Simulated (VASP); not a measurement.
A run of VASP 6.6.1 is set up as follows.

INCAR

```
PREC = Accurate ; ENCUT = 520
EDIFF = 1E-7 ; ISMEAR = 0
SIGMA = 0.1 ; LREAL = False
LASPH = True ; NELM = 150
ALGO = Normal ; ISIF = 2
LWAVE = False ; LCHARG = False
ISPIN = 2 ; MAGMOM = 0 0 1 1 0
LORBIT = 11 ; LMAXMIX = 4
GGA = PE ; NBANDS = 32
```

Contents of KPOINTS:

```
Automatic mesh
0
Gamma
  6 6 6
```

POSCAR

```
Si2Ru2N
1.0
   -2.1230087461      2.1230087461      4.1463929874
    2.1230087461     -2.1230087461      4.1463929874
    2.1230087461      2.1230087461     -4.1463929874
Si Ru N
2 2 1
Direct
    0.6344066617      0.6344066617      0.0000000000
    0.3655933383      0.3655933383      0.0000000000
    0.7500000000      0.2500000000      0.5000000000
    0.2500000000      0.7500000000      0.5000000000
    0.0000000000      0.0000000000      0.0000000000
```

Potentials or basis: VASP PAW PBE potentials, release 64 (Si, Ru_pv, N).

Command:

```console
$ cat potpaw_PBE.64/Si/POTCAR potpaw_PBE.64/Ru_pv/POTCAR potpaw_PBE.64/N/POTCAR > POTCAR
$ mpirun -np 1 vasp_std > vasp.out
```

(1) What does it give for the largest force?

(2) What does it give for the net moment?

Results:

(1) 0.023 eV/Å.

(2) 0.00 μB per cell.
